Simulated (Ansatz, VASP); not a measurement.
## Hf4O3 in VASP and in Ansatz

```
Hf O
1.0
     4.97018    0.00000    0.00000
     0.00000    4.97018    0.00000
     0.00000    0.00000    4.78116
Hf O
4 3
Direct
  0.75459 0.75459 0.74285
  0.24541 0.24541 0.74285
  0.75459 0.24541 0.25715
  0.24541 0.75459 0.25715
  0.50000 0.00000 0.50000
  0.00000 0.50000 0.50000
  0.50000 0.50000 0.50000
```

Alike in both runs: functional PBE; k mesh 6 × 6 × 6; occupations gaussian, width 0.1 eV; no spin polarisation.

Ansatz relaxed the structure, and its values are those at the end. VASP's run is a single point on that final structure, the one shown.

|  | VASP | Ansatz |
| --- | --- | --- |
| version | VASP 6.6.1 | Ansatz 0.2.0 |
| potentials or method | VASP PAW PBE potentials, release 64 (Hf_pv, O), cutoff 520 eV | scalar-relativistic, plane waves, PAW |
| valence electrons in the cell | 58 | 122 |

|  | VASP | Ansatz | Ansatz less VASP |
| --- | --- | --- | --- |
| gap on the k mesh at the Fermi level (eV) | none | none | - |
| pressure (GPa) | -1.7 | 0.0 | +1.69 |
| rms of the force components (eV/Å) | 0.103 | 0.002 | -0.1009 |

A gap of «none» marks a metal or a gap that the smearing closes. VASP's potentials hold 58 valence electrons a cell and Ansatz's 122, so a difference there can come from the potentials and not from the codes.

Neither program's run includes spin-orbit coupling.
